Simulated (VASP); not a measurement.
A run of VASP 6.6.1 is set up as follows.

INCAR

```
SYSTEM = AlN
ALGO = Normal ; EDIFF = 1E-6
ENCUT = 520 ; GGA = PE
ISIF = 2 ; ISMEAR = 0
LASPH = .TRUE. ; LCHARG = .FALSE.
LREAL = .FALSE. ; LWAVE = .FALSE.
NBANDS = 11 ; NELM = 60
PREC = Accurate ; SIGMA = 0.05
```

KPOINTS

```
k-points
0
G
  10 10 10
  0 0 0
```

The input POSCAR:

```
AlN
1.0
    0.0000000000      1.9500109576      1.9500109576
    1.9500109576      0.0000000000      1.9500109576
    1.9500109576      1.9500109576      0.0000000000
Al N
1 1
Direct
    0.5000000000      0.5000000000      0.5000000000
    0.0000000000      0.0000000000      0.0000000000
```

Potentials or basis: VASP PAW PBE potentials, release 64 (Al, N).

The run is started by

```console
$ cat potpaw_PBE.64/Al/POTCAR potpaw_PBE.64/N/POTCAR > POTCAR
$ mpirun -np 1 vasp_std > vasp.out
```

Task: Estimate the pressure.

Result: 41.3 GPa.

Task: Predict the band gap on the k mesh.

Result: 5.10 eV, indirect (least direct gap 7.33 eV).

A k mesh can miss the band edges.
